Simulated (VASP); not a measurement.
# Ag (P6_3/mmc) in VASP: a series of runs, part 2 of 2

VASP 6.6.1.

**5. Relaxation of shape and atoms at fixed volume, PBE**

This run uses another cell than the first one, of 8.93 Å³/atom, 0.500 times its volume.

File INCAR:

```
SYSTEM = Ag
PREC = Accurate
ENCUT = 600
EDIFF = 1E-7
ISMEAR = -1
SIGMA = 0.05
LREAL = .False.
LASPH = .True.
NELM = 80
ALGO = Normal
ISIF = 4
LWAVE = .False.
LCHARG = .False.
GGA = PE
IBRION = 2
NSW = 50
EDIFFG = -0.005
```

File KPOINTS:

```
Automatic mesh
0
Gamma
  15 15 8
  0 0 0
```

File POSCAR:

```
Ag
1.0
    2.3151550876      0.0000000000      0.0000000000
   -1.1575775438      2.0049831195      0.0000000000
    0.0000000000      0.0000000000      3.8466184672
Ag
2
Direct
    0.3333333333      0.6666666667      0.2500000000
    0.6666666667      0.3333333333      0.7500000000
```

On the command line:

```console
$ cat potpaw_PBE.64/Ag/POTCAR > POTCAR
$ mpirun -np 1 vasp_std > vasp.out
```

Run time: 2.3 min. Hardware: 1 thread of Intel Xeon Platinum 8175M at 2.50GHz (Skylake/Cascade Lake), shared host; peak memory 0.16 GiB.

The run converged. Its results:

* Free energy: 6.1953 eV
* Energy gained by relaxing: 3.9 meV/atom
* Ionic steps: 4
* Pressure after relaxing: 432.3 GPa
* Band gap on the k mesh: zero (band 11 reaches 28.98 eV, above the bottom of band 12 at 16.90 eV)

Step by step:
```
step  energy change (eV)  largest force (eV/Å)  pressure (GPa)  volume (Å³)
   1              0.0000                0.0000          432.46        17.86
   2              0.0587                0.0000          433.47        17.86
   3             -0.0079                0.0000          432.30        17.86
   4             -0.0079                0.0000          432.30        17.86
```

Final structure:
```cif
data_structure
_symmetry_space_group_name_H-M 'P 1'
_symmetry_Int_Tables_number 1
_cell_length_a 2.3246
_cell_length_b 2.3246
_cell_length_c 3.8154
_cell_angle_alpha 90.000
_cell_angle_beta 90.000
_cell_angle_gamma 120.000
_cell_volume 17.86
loop_
_atom_site_label
_atom_site_type_symbol
_atom_site_fract_x
_atom_site_fract_y
_atom_site_fract_z
_atom_site_occupancy
Ag1 Ag 0.33333 0.66667 0.25000 1
Ag2 Ag 0.66667 0.33333 0.75000 1
```

Levels at points of the mesh, in eV from the Fermi level:
| k point | band 7 | band 8 | band 9 | band 10 | band 11 | band 12 | band 13 | band 14 | band 15 |
| --- | --- | --- | --- | --- | --- | --- | --- | --- | --- |
| (0.00, 0.00, 0.00) | -8.62 | -7.52 | -7.52 | -4.58 | -4.58 | -3.08 | 8.44 | 14.57 | 17.13 |
| (0.00, 0.00, 0.50) | -9.05 | -9.05 | -5.42 | -5.42 | -5.42 | -5.42 | 13.78 | 13.78 | 18.07 |

**6. Relaxation of shape and atoms at fixed volume, PBE**

This run uses another cell than the first one, of 10.36 Å³/atom, 0.580 times its volume.

File INCAR:

```
PREC = Accurate
ENCUT = 600
EDIFF = 1E-6
ISMEAR = -1
SIGMA = 0.05
LREAL = False
LASPH = True
NELM = 80
ALGO = Normal
ISIF = 4
LWAVE = False
LCHARG = False
GGA = PE
IBRION = 2
NSW = 50
EDIFFG = -0.005
```

File KPOINTS:

```
Automatic mesh
0
Gamma
  15 15 8
```

File POSCAR:

```
Ag
1.0
    2.4325741382      0.0000000000      0.0000000000
   -1.2162870691      2.1066710003      0.0000000000
    0.0000000000      0.0000000000      4.0417096259
Ag
2
Direct
    0.3333333333      0.6666666667      0.2500000000
    0.6666666667      0.3333333333      0.7500000000
```

Potentials or basis: VASP PAW PBE potentials, release 64 (Ag).

On the command line:

```console
$ cat potpaw_PBE.64/Ag/POTCAR > POTCAR
$ mpirun -np 1 vasp_std > vasp.out
```

OUTCAR:

```text
PREC = Accurate
   ENCUT = 600
   EDIFF = 1E-6
   ISMEAR = -1
   LREAL = False
   LASPH = True
   NELM = 80
   ISIF = 4
   GGA = PE
   IBRION = 2
   NSW = 50
   EDIFFG = -0.005

 ion  position               nearest neighbor table
   1  0.333  0.667  0.250-   2 2.46   2 2.46   2 2.46   2 2.46   2 2.46   2 2.46   2 3.46   2 3.46
                             2 3.46   2 3.46   2 3.46   2 3.46
   2  0.667  0.333  0.750-   1 2.46   1 2.46   1 2.46   1 2.46   1 2.46   1 2.46   1 3.46   1 3.46
                             1 3.46   1 3.46   1 3.46   1 3.46

  LATTYP: Found a hexagonal cell.
 ALAT       =     2.4325741382
 C/A-ratio  =     1.6614949417

  Lattice vectors:

 A1 = (   2.4325741382,   0.0000000000,   0.0000000000)
 A2 = (  -1.2162870691,   2.1066710003,   0.0000000000)
 A3 = (   0.0000000000,   0.0000000000,   4.0417096259)

Analysis of symmetry for initial positions (statically):
=====================================================================
 Subroutine PRICEL returns:
 Original cell was already a primitive cell.

 Routine SETGRP: Setting up the symmetry group for a
 hexagonal supercell.

 Subroutine GETGRP returns: Found 24 space group operations
 (whereof 12 operations were pure point group operations)
 out of a pool of 24 trial point group operations.

The static configuration has the point symmetry D_3d.
 The point group associated with its full space group is D_6h.

Analysis of symmetry for dynamics (positions and initial velocities):
=====================================================================
 Subroutine PRICEL returns:
 Original cell was already a primitive cell.

 Routine SETGRP: Setting up the symmetry group for a
 hexagonal supercell.

 Subroutine GETGRP returns: Found 24 space group operations
 (whereof 12 operations were pure point group operations)
 out of a pool of 24 trial point group operations.

[... 134 lines left out ...]
  energy-cutoff  :      600.00
  volume of cell :       20.71
 maximum number of plane-waves:       711
 NGX is ok and might be reduce to    20
   NGX =  9   NGY =  9   NGZ = 17

--------------------------------------- Ionic step        1  -------------------------------------------

 number of electron      21.9999996 magnetization

 Free energy of the ion-electron system (eV)
  ---------------------------------------------------
  ext. energy  EPLUGINS =         0.00000000
  ---------------------------------------------------
  free energy    TOTEN  =         0.52273992 eV

  energy without entropy =        0.52391711  energy(sigma->0) =        0.52332851

------------------------ aborting loop because EDIFF is reached ----------------------------------------

  FORCE on cell =-STRESS in cart. coord.  units (eV):
  Direction    XX          YY          ZZ          XY          YZ          ZX
  --------------------------------------------------------------------------------------
  -------------------------------------------------------------------------------------
  Total       29.8854125     29.8854125     28.4801621      0.0000000      0.0000000      0.0000000
  in kB     2311.7556401   2311.7556401   2203.0539291      0.0000000      0.0000000      0.0000000
  external PRESSURE =    2275.5217364 kB  Pullay stress =       0.0000000 kB
[... 167 lines left out ...]
--------------------------------------- Ionic step        6  -------------------------------------------

 number of electron      21.9999998 magnetization

 Free energy of the ion-electron system (eV)
  ---------------------------------------------------
  ext. energy  EPLUGINS =         0.00000000
  ---------------------------------------------------
  free energy    TOTEN  =         0.51724524 eV

  energy without entropy =        0.51827364  energy(sigma->0) =        0.51775944

 E-fermi :  18.1701     XC(G=0): -15.4510

 val. band max:       18.1588487073   @ k =   0.0667   0.0667   0.0000
 cond. band min:      18.3016838468   @ k =   0.4667   0.0667   0.1250
 fundamental gap:      0.1428351394
 Fermi energy:        18.1701356565

 k-point     1 :       0.0000    0.0000    0.0000
  band No.  band energies     occupation
      1       5.4845      2.00000
      2       6.8354      2.00000
      3      10.1006      2.00000
      4      10.3201      2.00000
      5      10.3201      2.00000
      6      10.9055      2.00000
      7      10.9055      2.00000
      8      11.7722      2.00000
      9      11.7722      2.00000
     10      14.0845      2.00000
     11      14.0845      2.00000
     12      15.7493      2.00000
     13      25.1247      0.00000
     14      33.6077      0.00000
[... 401 lines left out ...]
      2       7.8034      2.00000
      3       8.5273      2.00000
      4       9.9305      2.00000
      5      10.4521      2.00000
      6      10.5015      2.00000
      7      11.4942      2.00000
      8      13.8332      2.00000
      9      14.1700      2.00000
     10      14.2859      2.00000
     11      20.1751      0.00000
     12      22.1078      0.00000
     13      26.8410      0.00000
     14      29.0231      0.00000
     15      29.6418      0.00000

 [... further k-points ...]
[... 5 lines left out ...]
  --------------------------------------------------------------------------------------
  -------------------------------------------------------------------------------------
  Total       29.4022154     29.4022154     29.4009381      0.0000000     -0.0000000      0.0000000
  in kB     2274.3784245   2274.3784246   2274.2796144      0.0000000     -0.0000000      0.0000000
  external PRESSURE =    2274.3454878 kB  Pullay stress =       0.0000000 kB
[... 17 lines left out ...]
  FREE ENERGIE OF THE ION-ELECTRON SYSTEM (eV)
  ---------------------------------------------------
  free  energy   TOTEN  =         0.5172452413 eV

  energy  without entropy=        0.5182736431  energy(sigma->0) =        0.51775944

 reached required accuracy - stopping structural energy minimisation
```

OSZICAR:

```text
N       E                     dE             d eps       ncg     rms          rms(c)
DAV:   1     0.148636550727E+03    0.14864E+03   -0.14007E+04  4050   0.179E+03
DAV:   2     0.145226083394E+01   -0.14718E+03   -0.14291E+03  4141   0.357E+02
DAV:   3    -0.118972806492E+00   -0.15712E+01   -0.15702E+01  5107   0.444E+01
[... 38 lines left out ...]
       N       E                     dE             d eps       ncg     rms          rms(c)
DAV:   1     0.517241979016E+00   -0.47132E-05   -0.16628E-04  4400   0.113E-01    0.107E-02
DAV:   2     0.517243816934E+00    0.18379E-05   -0.13523E-06  3320   0.161E-02    0.566E-03
DAV:   3     0.517245261058E+00    0.14441E-05   -0.15731E-06  3127   0.143E-02    0.172E-03
DAV:   4     0.517245241308E+00   -0.19750E-07   -0.10057E-07  2060   0.393E-03
   6 F= 0.51724524E+00 E0= 0.51775944E+00  d E =-.912659E-06
```

CONTCAR:

```text
Ag
   1.00000000000000
     2.4423118840209570    0.0000000000000000   -0.0000000000000000
    -1.2211559420104785    2.1151041355972948    0.0000000000000000
     0.0000000000000000   -0.0000000000000000    4.0095444623034977
  Ag
     2
Direct
     0.3333333332999970    0.6666666667000030    0.2500000000000000
     0.6666666667000030    0.3333333332999970    0.7500000000000000

  0.00000000E+00  0.00000000E+00  0.00000000E+00
  0.00000000E+00  0.00000000E+00  0.00000000E+00
```

Run time: 3 min. Hardware: 1 thread of Intel Xeon Platinum 8175M at 2.50GHz (Skylake/Cascade Lake), shared host; peak memory 0.17 GiB.

What came out:

```
Free energy               : 0.5172 eV
Energy gained by relaxing : 2.7 meV/atom
Ionic steps               : 6
Pressure after relaxing   : 227.4 GPa
Band gap on the k mesh    : zero (band 11 reaches 23.99 eV, above the bottom of band 12 at 13.40 eV)
```

The path:
| step | energy change (eV) | largest force (eV/Å) | pressure (GPa) | volume (Å³) |
| --- | --- | --- | --- | --- |
| 1 | 0.0000 | 0.0000 | 227.55 | 20.71 |
| 2 | 0.0129 | 0.0000 | 227.74 | 20.71 |
| 3 | -0.0055 | 0.0000 | 227.43 | 20.71 |
| 4 | -0.0055 | 0.0000 | 227.43 | 20.71 |
| 5 | -0.0055 | 0.0000 | 227.44 | 20.71 |
| 6 | -0.0055 | 0.0000 | 227.43 | 20.71 |

Final structure:
```
Ag
1.0
     2.44231    0.00000    0.00000
    -1.22116    2.11510    0.00000
     0.00000    0.00000    4.00954
Ag
2
Direct
  0.33333 0.66667 0.25000
  0.66667 0.33333 0.75000
```

Levels at points of the mesh, in eV from the Fermi level:
```
           k point  band 8  band 9  band 10  band 11  band 12  band 13  band 14  band 15
(0.00, 0.00, 0.00)   -6.40   -6.40    -4.09    -4.09    -2.42     6.95    15.44    17.82
(0.00, 0.00, 0.50)   -7.71   -4.77    -4.77    -4.77    -4.77    14.08    14.08    17.15
```

**7. The runs side by side**

| task | cell | cutoff (eV) | gap on the mesh (eV) | pressure (GPa) |
| --- | --- | --- | --- | --- |
| single point | a = 2.917, b = 2.917, c = 4.846 Å, angles 90.0, 90.0, 120.0°, 2 atoms | 520 | none | -0.1 |
| relaxation of shape and atoms at fixed volume | relaxed from a = 2.315, b = 2.315, c = 3.847 Å, angles 90.0, 90.0, 120.0°, 2 atoms | 600 | none | 432.3 |
| relaxation of shape and atoms at fixed volume | relaxed from a = 2.433, b = 2.433, c = 4.042 Å, angles 90.0, 90.0, 120.0°, 2 atoms | 600 | none | 227.4 |

Alike in all rows: level PBE; potentials or basis VASP PAW PBE potentials, release 64 (Ag); no spin polarisation; k mesh 15 × 15 × 8; smearing fermi-dirac 0.05 eV.

Total energies depend on the potentials used, so only differences within one code and one set of settings carry meaning.
